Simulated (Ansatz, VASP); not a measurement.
# CdGa2O3 in VASP and in Ansatz

INCAR

```
SYSTEM = CdGa2O3
  PREC = Accurate
  ENCUT = 520
  EDIFF = 1E-6
  ISMEAR = 0
  SIGMA = 0.1
  LREAL = .False.
  LASPH = .True.
  NELM = 60
  ALGO = Normal
  ISIF = 2
  LWAVE = .False.
  LCHARG = .False.
  GGA = PE
  NBANDS = 37
```

File KPOINTS:

```
Automatic mesh
0
Gamma
  6 6 2
  0 0 0
```

Contents of POSCAR:

```
CdGa2O3
1.0
    3.0272989700      0.0000000000      0.0000000000
    0.0000000000      3.0272989700      0.0000000000
    0.0000000000      0.0000000000      9.0507406700
Cd Ga O
1 2 3
Direct
    0.0000000000      0.0000000000      0.0000000000
    0.0000000000      0.0000000000      0.3342649900
    0.0000000000      0.0000000000      0.6657350100
    0.5000000000      0.5000000000      0.1837450000
    0.5000000000      0.5000000000      0.5000000000
    0.5000000000      0.5000000000      0.8162550000
```

Input for Ansatz:

```yaml
crystal:
  lattice:
    - [3.02729897, 0.0, 0.0]
    - [0.0, 3.02729897, 0.0]
    - [0.0, 0.0, 9.05074067]
  atoms:
    - { symbol: Cd, position: [0.0, 0.0, 0.0] }
    - { symbol: Ga, position: [0.0, 0.0, 0.33426499] }
    - { symbol: Ga, position: [0.0, 0.0, 0.66573501] }
    - { symbol: O, position: [0.5, 0.5, 0.183745] }
    - { symbol: O, position: [0.5, 0.5, 0.5] }
    - { symbol: O, position: [0.5, 0.5, 0.816255] }
basis:
  ecutwfc: 420
kpoints:
  mp_grid: { grid: [6, 6, 2] }
hamiltonian:
  xc: pbe
scf:
  occupations: { method: gaussian, width: 0.1 }
  lower_state_search: "off"
output:
  forces: true
  stress: true
  eigenvalues: true
```

Change from the starting cell: species swapped into the Al3Ni2Pt type (P4/mmm, No. 123).

Alike in both runs: task single point; functional PBE; k mesh 6 × 6 × 2; occupations gaussian, width 0.1 eV; no spin polarisation.

|  | VASP | Ansatz |
| --- | --- | --- |
| version | VASP 6.6.1 | Ansatz 0.2.0 |
| potentials or method | VASP PAW PBE potentials, release 64 (Cd, Ga_d, O), cutoff 520 eV | scalar-relativistic, plane waves, PAW |
| valence electrons in the cell | 56 | 64 |

```tsv
	VASP	Ansatz	Ansatz less VASP
gap on the k mesh at the Fermi level (eV)	none	none	-
pressure (GPa)	-13.0	-13.2	-0.22
traceless stress, the component that is largest in VASP (GPa)	0.42	0.40	-0.024
rms of the force components (eV/Å)	0.117	0.122	+0.0046
```

Atom by atom the forces differ by 0.006 eV/Å (rms over components). A gap of «none» marks a metal or a gap that the smearing closes. VASP's potentials hold 56 valence electrons a cell and Ansatz's 64, so a difference there can come from the potentials and not from the codes.
